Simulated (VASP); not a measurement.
# Ge (P6_3/mmc) in VASP: notebook

Runs on Ge. Level: LDA. Tasks: single point.

All numbers are computed with VASP 6.6.1; they aren't measurements. Logs are shortened: lines on timing, memory, paths and dates and some standing lists are left out, and cuts for length are marked.

### Step 1. The cell of the first run

Symmetry: P6_3/mmc, No. 194, hexagonal system. Conventional cell: a = 4.031 Å, b = 4.031 Å, c = 6.654 Å, α = 90.00°, β = 90.00°, γ = 120.00°. Ge (site symmetry 3m) has 4 Ge at 2.47 to 2.49 Å within 3.3 Å.

### Step 2. Single point, LDA

Contents of INCAR:

```
SYSTEM = Ge
PREC = Accurate
ENCUT = 520
EDIFF = 1E-6
ISMEAR = 0
SIGMA = 0.1
LREAL = .FALSE.
LASPH = .TRUE.
NELM = 60
ALGO = Normal
ISIF = 2
LWAVE = .FALSE.
LCHARG = .FALSE.
NBANDS = 36
```

Contents of KPOINTS:

```
regular mesh
0
G
  7 7 4
  0 0 0
```

Contents of POSCAR:

```
Ge
1.0
    4.0306253991      0.0000000000      0.0000000000
   -2.0153126996      3.4906239587      0.0000000000
    0.0000000000      0.0000000000      6.6539207875
Ge
4
Direct
    0.6666666667      0.3333333333      0.0629010000
    0.3333333333      0.6666666667      0.5629010000
    0.6666666667      0.3333333333      0.4370990000
    0.3333333333      0.6666666667      0.9370990000
```

Potentials or basis: VASP PAW LDA potentials, release 64 (Ge_d).

Launch:

```
> cat potpaw_LDA.64/Ge_d/POTCAR > POTCAR
> mpirun -np 1 vasp_std > vasp.out
```

OUTCAR:

```text
SYSTEM = Ge
   PREC = Accurate
   ENCUT = 520
   EDIFF = 1E-6
   ISMEAR = 0
   LREAL = .FALSE.
   LASPH = .TRUE.
   NELM = 60
   ISIF = 2

 ion  position               nearest neighbor table
   1  0.667  0.333  0.063-   4 2.47   4 2.47   4 2.47   3 2.49
   2  0.333  0.667  0.563-   3 2.47   3 2.47   3 2.47   4 2.49
   3  0.667  0.333  0.437-   2 2.47   2 2.47   2 2.47   1 2.49
   4  0.333  0.667  0.937-   1 2.47   1 2.47   1 2.47   2 2.49

  LATTYP: Found a hexagonal cell.
 ALAT       =     4.0306253991
 C/A-ratio  =     1.6508407824

  Lattice vectors:

 A1 = (   4.0306253991,   0.0000000000,   0.0000000000)
 A2 = (  -2.0153126996,   3.4906239587,   0.0000000000)
 A3 = (   0.0000000000,   0.0000000000,   6.6539207875)

Analysis of symmetry for initial positions (statically):
=====================================================================
 Subroutine PRICEL returns:
 Original cell was already a primitive cell.

 Routine SETGRP: Setting up the symmetry group for a
 hexagonal supercell.

 Subroutine GETGRP returns: Found 24 space group operations
 (whereof 12 operations were pure point group operations)
 out of a pool of 24 trial point group operations.

The static configuration has the point symmetry D_3d.
 The point group associated with its full space group is D_6h.

Analysis of symmetry for dynamics (positions and initial velocities):
=====================================================================
 Subroutine PRICEL returns:
 Original cell was already a primitive cell.

 Routine SETGRP: Setting up the symmetry group for a
 hexagonal supercell.

 Subroutine GETGRP returns: Found 24 space group operations
 (whereof 12 operations were pure point group operations)
 out of a pool of 24 trial point group operations.

The dynamic configuration has the point symmetry D_3d.
 The point group associated with its full space group is D_6h.

 Subroutine INISYM returns: Found 24 space group operations
 (whereof 12 operations are pure point group operations),
 and found     1 'primitive' translations

----------------------------------------------------------------------------------------

                                     Primitive cell

  volume of cell :      93.6167

  direct lattice vectors                    reciprocal lattice vectors
     4.030625399  0.000000000  0.000000000     0.248100456  0.143240866  0.000000000
    -2.015312700  3.490623959  0.000000000     0.000000000  0.286481733  0.000000000
     0.000000000  0.000000000  6.653920787     0.000000000  0.000000000  0.150287332
[... 88 lines left out ...]
   LREAL  =      F    real-space projection
   EDIFFG = 0.1E-04   stopping-criterion for IOM
   NSW    =      0    number of steps for IOM
   IBRION =     -1    ionic relax: 0-MD 1-quasi-New 2-CG
   NFREE  =      0    steps in history (QN), initial steepest desc. (CG)
   ISIF   =      2    stress and relaxation
   ISYM   =      2    0-nonsym 1-usesym 2-fastsym
   POTIM  = 0.5000    time-step for ionic-motion
   TEBEG  =    0.0;   TEEND  =   0.0 temperature during run
   PSTRESS=    0.0 pullay stress
   NELECT =      56.0000    total number of electrons
   NUPDOWN=      -1.0000    fix difference up-down
   EMIN   =  10.00;   EMAX   =-10.00  energy-range for DOS
   EFERMI =   0.00;   METHOD = LEGACY
   ISMEAR =     0;   SIGMA  =   0.10  broadening in eV -4-tet -1-fermi 0-gaus
   EFERMI_NEDOS =   21; number of points for ismear=-14 and -15
   IALGO  =     38    algorithm
   IMIX   =      4    mixing-type and parameters
     AMIX     =   0.40;   BMIX     =  1.00
     AMIX_MAG =   1.60;   BMIX_MAG =  1.00
  volume/ion in A,a.u.               =      23.40       157.94
  Fermi-wavevector in a.u.,A,eV,Ry     =   1.379388  2.606665 25.887961  1.902711
  Thomas-Fermi vector in A             =   2.504362
   LORBIT       =      0    0 simple, 1 ext, 2 COOP (PROOUT), +10 PAW based schemes
   GGA     = CA    functional components
   LHFCALC =     F    Hartree Fock is set to
   AEXX    =    0.0000 exact exchange contribution
   IVDW    =     0    specifies the selected vdW correction
   LEPSILON=     F    determine dielectric tensor
   LRPA    =     F    only Hartree local field effects (RPA)
 non-spin polarized calculation
 Gauss-broadening in eV      SIGMA  =   0.10
  energy-cutoff  :      520.00
  volume of cell :       93.62
 maximum number of plane-waves:      2545
 NGX is ok and might be reduce to    30
   NGX = 15   NGY = 15   NGZ = 25

 number of electron      56.0000021 magnetization

 Free energy of the ion-electron system (eV)
  ---------------------------------------------------
  ext. energy  EPLUGINS =         0.00000000
  ---------------------------------------------------
  free energy    TOTEN  =       -20.65135272 eV

  energy without entropy =      -20.65035571  energy(sigma->0) =      -20.65085421

 E-fermi :   4.3485     XC(G=0): -10.1279

 val. band max:        4.3017096370   @ k =   0.0000   0.0000   0.0000
 cond. band min:       4.4019657536   @ k =   0.0000   0.0000   0.2500
 fundamental gap:      0.1002561166
 Fermi energy:         4.3484967153

 k-point     1 :       0.0000    0.0000    0.0000
  band No.  band energies     occupation
      1     -20.5239      2.00000
      2     -20.5239      2.00000
      3     -20.4886      2.00000
      4     -20.4884      2.00000
      5     -20.4884      2.00000
      6     -20.4761      2.00000
[... 925 lines left out ...]
     35      10.3775      0.00000
     36      10.3775      0.00000

------------------------ aborting loop because EDIFF is reached ----------------------------------------

  FORCE on cell =-STRESS in cart. coord.  units (eV):
  Direction    XX          YY          ZZ          XY          YZ          ZX
  --------------------------------------------------------------------------------------
  -------------------------------------------------------------------------------------
  Total       -1.8051775     -1.8051775     -2.0386262      0.0000000      0.0000000      0.0000000
  in kB      -30.8942295    -30.8942289    -34.8895243      0.0000000      0.0000000      0.0000000
  external PRESSURE =     -32.2259942 kB  Pullay stress =       0.0000000 kB

 VOLUME and BASIS-vectors are now :
 -----------------------------------------------------------------------------
  energy-cutoff  :      520.00
  volume of cell :       93.62
      direct lattice vectors                 reciprocal lattice vectors
     4.030625399  0.000000000  0.000000000     0.248100456  0.143240866  0.000000000
    -2.015312700  3.490623959  0.000000000     0.000000000  0.286481733  0.000000000
     0.000000000  0.000000000  6.653920787     0.000000000  0.000000000  0.150287332

 POSITION                                       TOTAL-FORCE (eV/Angst)
 -----------------------------------------------------------------------------------
      2.01531      1.16354      0.41854        -0.000000     -0.000000     -0.014477
     -0.00000      2.32708      3.74550        -0.000000      0.000000     -0.014477
      2.01531      1.16354      2.90842        -0.000000     -0.000000      0.014477
     -0.00000      2.32708      6.23538         0.000000      0.000000      0.014477
 -----------------------------------------------------------------------------------
    total drift:                                0.000000     -0.000000      0.000000

  FREE ENERGIE OF THE ION-ELECTRON SYSTEM (eV)
  ---------------------------------------------------
  free  energy   TOTEN  =       -20.6513527167 eV

  energy  without entropy=      -20.6503557091  energy(sigma->0) =      -20.65085421
```

It took 45 s on 1 thread of Intel Xeon 6975P-C (Granite Rapids), shared host; peak memory 0.19 GiB.

What came out:

```
Free energy            : -20.6514 eV
Pressure               : -3.2 GPa
Largest force          : 0.014 eV/Å
Band gap on the k mesh : 0.10 eV, indirect (least direct gap 0.18 eV)
```

Forces on the atoms (eV/Å):
```
Ge   0.000  0.000 -0.014
Ge   0.000  0.000 -0.014
Ge   0.000  0.000  0.014
Ge   0.000  0.000  0.014
```

Levels at points of the mesh, in eV from the valence-band top:
| k point | band 25 | band 26 | band 27 | band 28 | band 29 | band 30 | band 31 | band 32 |
| --- | --- | --- | --- | --- | --- | --- | --- | --- |
| (0.00, 0.00, 0.00) | -1.28 | -0.25 | -0.10 | 0.00 | 0.27 | 0.27 | 2.39 | 2.39 |
| (0.00, 0.00, 0.50) | -0.68 | -0.68 | -0.68 | -0.68 | 0.66 | 0.66 | 3.48 | 3.48 |

A k mesh can miss the band edges.

### Step 3. Single point, LDA

This run uses another cell than the first one, of 23.97 Å³/atom, 1.024 times its volume.

Contents of INCAR:

```
PREC = Accurate ; ENCUT = 520
EDIFF = 1E-6 ; ISMEAR = 0
SIGMA = 0.1 ; LREAL = F
LASPH = T ; NELM = 100
ALGO = Normal ; ISIF = 2
LWAVE = F ; LCHARG = F
NBANDS = 36
```

Contents of KPOINTS:

```
regular mesh
0
Gamma
  7 7 4
```

Contents of POSCAR:

```
Ge
1.0
    4.0631318465      0.0000000000      0.0000000000
   -2.0315659232      3.5187753677      0.0000000000
    0.0000000000      0.0000000000      6.7075837564
Ge
4
Direct
    0.6666666667      0.3333333333      0.0629010000
    0.3333333333      0.6666666667      0.5629010000
    0.6666666667      0.3333333333      0.4370990000
    0.3333333333      0.6666666667      0.9370990000
```

Potentials or basis: VASP PAW LDA potentials, release 64 (Ge_d).

Launch:

```
> cat potpaw_LDA.64/Ge_d/POTCAR > POTCAR
> mpirun -np 1 vasp_std > vasp.out
```

It took 38 s on 1 thread of Intel Xeon 6975P-C (Granite Rapids), shared host; peak memory 0.2 GiB.

The run converged. Its results:

```yaml
Free_energy: -20.5960 eV
Pressure: -4.5 GPa
Largest_force: 0.030 eV/Å
Band_gap_on_the_k_mesh: 0.03 eV, indirect (least direct gap 0.11 eV)
```

Forces in eV/Å, atoms in the order of the input:
```
Ge   0.000  0.000 -0.030
Ge   0.000  0.000 -0.030
Ge   0.000  0.000  0.030
Ge   0.000  0.000  0.030
```

Stress tensor (GPa, compression positive):
```
-4.33  0.00  0.00
 0.00 -4.33  0.00
 0.00  0.00 -4.79
```

Levels at points of the mesh, in eV from the valence-band top:
| k point | band 26 | band 27 | band 28 | band 29 | band 30 | band 31 |
| --- | --- | --- | --- | --- | --- | --- |
| (0.00, 0.00, 0.00) | -0.47 | -0.16 | 0.00 | 0.26 | 0.26 | 2.39 |
| (0.00, 0.00, 0.50) | -0.66 | -0.66 | -0.66 | 0.58 | 0.58 | 3.45 |

A k mesh can miss the band edges.

### Step 4. Single point, LDA

This run uses another cell than the first one, of 24.55 Å³/atom, 1.049 times its volume.

Contents of INCAR:

```
PREC = Accurate
ENCUT = 520
EDIFF = 1E-6
ISMEAR = 0
SIGMA = 0.1
LREAL = False
LASPH = True
NELM = 100
ALGO = Normal
ISIF = 2
LWAVE = False
LCHARG = False
GGA = CA
NBANDS = 36
```

KPOINTS is that of step 3.

Contents of POSCAR:

```
Ge
1.0
    4.0951263279      0.0000000000      0.0000000000
   -2.0475631640      3.5464834011      0.0000000000
    0.0000000000      0.0000000000      6.7604015512
Ge
4
Direct
    0.6666666667      0.3333333333      0.0629010000
    0.3333333333      0.6666666667      0.5629010000
    0.6666666667      0.3333333333      0.4370990000
    0.3333333333      0.6666666667      0.9370990000
```

Potentials or basis: VASP PAW LDA potentials, release 64 (Ge_d).

Launch:

```
> cat potpaw_LDA.64/Ge_d/POTCAR > POTCAR
> mpirun -np 1 vasp_std > vasp.out
```

OUTCAR:

```text
PREC = Accurate
   ENCUT = 520
   EDIFF = 1E-6
   ISMEAR = 0
   LREAL = False
   LASPH = True
   NELM = 100
   ISIF = 2
   GGA = CA

 ion  position               nearest neighbor table
   1  0.667  0.333  0.063-   4 2.51   4 2.51   4 2.51   3 2.53
   2  0.333  0.667  0.563-   3 2.51   3 2.51   3 2.51   4 2.53
   3  0.667  0.333  0.437-   2 2.51   2 2.51   2 2.51   1 2.53
   4  0.333  0.667  0.937-   1 2.51   1 2.51   1 2.51   2 2.53

  LATTYP: Found a hexagonal cell.
[... 1133 lines left out ...]
  FORCE on cell =-STRESS in cart. coord.  units (eV):
  Direction    XX          YY          ZZ          XY          YZ          ZX
  --------------------------------------------------------------------------------------
  -------------------------------------------------------------------------------------
  Total       -3.3077141     -3.3077140     -3.6312238      0.0000000      0.0000000     -0.0000000
  in kB      -53.9760150    -53.9760140    -59.2551178      0.0000000      0.0000000     -0.0000000
  external PRESSURE =     -55.7357156 kB  Pullay stress =       0.0000000 kB

 VOLUME and BASIS-vectors are now :
 -----------------------------------------------------------------------------
  energy-cutoff  :      520.00
  volume of cell :       98.18
      direct lattice vectors                 reciprocal lattice vectors
     4.095126328  0.000000000  0.000000000     0.244192711  0.140984729  0.000000000
    -2.047563164  3.546483401  0.000000000     0.000000000  0.281969457  0.000000000
     0.000000000  0.000000000  6.760401551     0.000000000  0.000000000  0.147920207

 POSITION                                       TOTAL-FORCE (eV/Angst)
 -----------------------------------------------------------------------------------
      2.04756      1.18216      0.42524        -0.000000      0.000000     -0.044919
     -0.00000      2.36432      3.80544         0.000000     -0.000000     -0.044919
      2.04756      1.18216      2.95496        -0.000000      0.000000      0.044919
     -0.00000      2.36432      6.33517         0.000000     -0.000000      0.044919
 -----------------------------------------------------------------------------------
    total drift:                               -0.000000      0.000000     -0.000000

  FREE ENERGIE OF THE ION-ELECTRON SYSTEM (eV)
  ---------------------------------------------------
  free  energy   TOTEN  =       -20.5239080114 eV

  energy  without entropy=      -20.5221044198  energy(sigma->0) =      -20.52300622
```

OSZICAR:

```text
N       E                     dE             d eps       ncg     rms          rms(c)
DAV:   1     0.504409229158E+03    0.50441E+03   -0.28836E+04  1988   0.410E+03
DAV:   2     0.667186917325E+02   -0.43769E+03   -0.42715E+03  1728   0.816E+02
DAV:   3    -0.160585928000E+02   -0.82777E+02   -0.81620E+02  1904   0.207E+02
DAV:   4    -0.207114511410E+02   -0.46529E+01   -0.46363E+01  1964   0.564E+01
DAV:   5    -0.208100080117E+02   -0.98557E-01   -0.98519E-01  1948   0.913E+00    0.417E+00
DAV:   6    -0.206213237054E+02    0.18868E+00   -0.93094E-02  1920   0.225E+00    0.238E+00
DAV:   7    -0.205224081490E+02    0.98916E-01   -0.14110E-01  1848   0.214E+00    0.178E-01
DAV:   8    -0.205237354984E+02   -0.13273E-02   -0.11377E-02  1980   0.963E-01    0.924E-02
DAV:   9    -0.205239120251E+02   -0.17653E-03   -0.23590E-04  2060   0.103E-01    0.207E-02
DAV:  10    -0.205239072721E+02    0.47531E-05   -0.31734E-05  2288   0.784E-02    0.879E-03
DAV:  11    -0.205239080114E+02   -0.73935E-06   -0.27977E-06  1468   0.159E-02
   1 F= -.20523908E+02 E0= -.20523006E+02  d E =-.180359E-02
```

stdout:

```text
POSCAR found type information on POSCAR Ge
 POSCAR found :  1 types and       4 ions
 scaLAPACK will be used
 LDA part: xc-table for (Slater(with rela. corr.)+CA(PZ))
 , standard interpolation
 POSCAR, INCAR and KPOINTS ok, starting setup
 FFT: planning ... GRIDC
 FFT: planning ... GRID_SOFT
 FFT: planning ... GRID
 WAVECAR not read
 entering main loop
```

Run time: 33 s. Hardware: 1 thread of Intel Xeon 6975P-C (Granite Rapids), shared host; peak memory 0.2 GiB.

Results:

```yaml
Free_energy: -20.5239 eV
Pressure: -5.6 GPa
Largest_force: 0.045 eV/Å
Band_gap_on_the_k_mesh: zero (band 28 reaches 3.87 eV, above the bottom of band 29 at 3.84 eV)
```

Forces in eV/Å, atoms in the order of the input:
```
Ge   0.000  0.000 -0.045
Ge   0.000  0.000 -0.045
Ge   0.000  0.000  0.045
Ge   0.000  0.000  0.045
```

Stress tensor (GPa, compression positive):
```
-5.40  0.00  0.00
 0.00 -5.40  0.00
 0.00  0.00 -5.93
```

### Step 5. Single point, LDA

This run uses another cell than the first one, of 25.12 Å³/atom, 1.073 times its volume.

Contents of INCAR:

```
SYSTEM = Ge
PREC     = Accurate       ! precision mode
ENCUT    = 520            ! plane-wave cutoff, eV
EDIFF    = 1E-7           ! SCF threshold, eV
ISMEAR   = 0              ! smearing method
SIGMA    = 0.1            ! smearing width, eV
LREAL    = .FALSE.        ! projectors in reciprocal space
LASPH    = .TRUE.         ! aspherical terms in the spheres
NELM     = 100            ! most SCF steps
ALGO     = Normal         ! electronic algorithm
ISIF     = 2              ! what is computed and relaxed
LWAVE    = .FALSE.        ! write WAVECAR
LCHARG   = .FALSE.        ! write CHGCAR
NBANDS   = 36             ! bands
```

Contents of KPOINTS:

```
Automatic mesh
0
G
  7 7 4
  0 0 0
```

Contents of POSCAR:

```
Ge
1.0
    4.1266285376      0.0000000000      0.0000000000
   -2.0633142688      3.5737651148      0.0000000000
    0.0000000000      0.0000000000      6.8124066838
Ge
4
Direct
    0.6666666667      0.3333333333      0.0629010000
    0.3333333333      0.6666666667      0.5629010000
    0.6666666667      0.3333333333      0.4370990000
    0.3333333333      0.6666666667      0.9370990000
```

Launch:

```
> cat potpaw_LDA.64/Ge_d/POTCAR > POTCAR
> mpirun -np 1 vasp_std > vasp.out
```

Run time: 38 s. Hardware: 1 thread of Intel Xeon 6975P-C (Granite Rapids), shared host; peak memory 0.21 GiB.

It converged, with:

- Free energy: -20.4375 eV
- Pressure: -6.6 GPa
- Largest force: 0.057 eV/Å
- Band gap on the k mesh: zero (band 28 reaches 3.67 eV, above the bottom of band 29 at 3.60 eV)

Forces in eV/Å, atoms in the order of the input:
```
Ge   0.000  0.000 -0.057
Ge   0.000  0.000 -0.057
Ge   0.000  0.000  0.057
Ge   0.000  0.000  0.057
```

Stress tensor (GPa, compression positive):
```
-6.41  0.00  0.00
 0.00 -6.41  0.00
 0.00  0.00 -6.98
```

Levels at points of the mesh, in eV from the Fermi level:
```csv
k point,band 25,band 26,band 27,band 28,band 29,band 30,band 31,band 32
"(0.00, 0.00, 0.00)",-1.17,-0.86,-0.26,0.01,0.25,0.25,2.38,2.38
"(0.00, 0.00, 0.50)",-0.61,-0.61,-0.61,-0.61,0.45,0.45,3.41,3.41
```

### Step 6. The runs side by side

```tsv
cell	gap on the mesh (eV)	pressure (GPa)	largest force (eV/Å)
a = 4.031, b = 4.031, c = 6.654 Å, angles 90.0, 90.0, 120.0°, 4 atoms	0.10	-3.2	0.01
a = 4.063, b = 4.063, c = 6.708 Å, angles 90.0, 90.0, 120.0°, 4 atoms	0.03	-4.5	0.03
a = 4.095, b = 4.095, c = 6.760 Å, angles 90.0, 90.0, 120.0°, 4 atoms	none	-5.6	0.04
a = 4.127, b = 4.127, c = 6.812 Å, angles 90.0, 90.0, 120.0°, 4 atoms	none	-6.6	0.06
```

Alike in all rows: task single point; level LDA; potentials or basis VASP PAW LDA potentials, release 64 (Ge_d); no spin polarisation; k mesh 7 × 7 × 4; cutoff (eV) 520; smearing gaussian 0.1 eV.

Absolute energies hang on the potentials; compare differences alone.
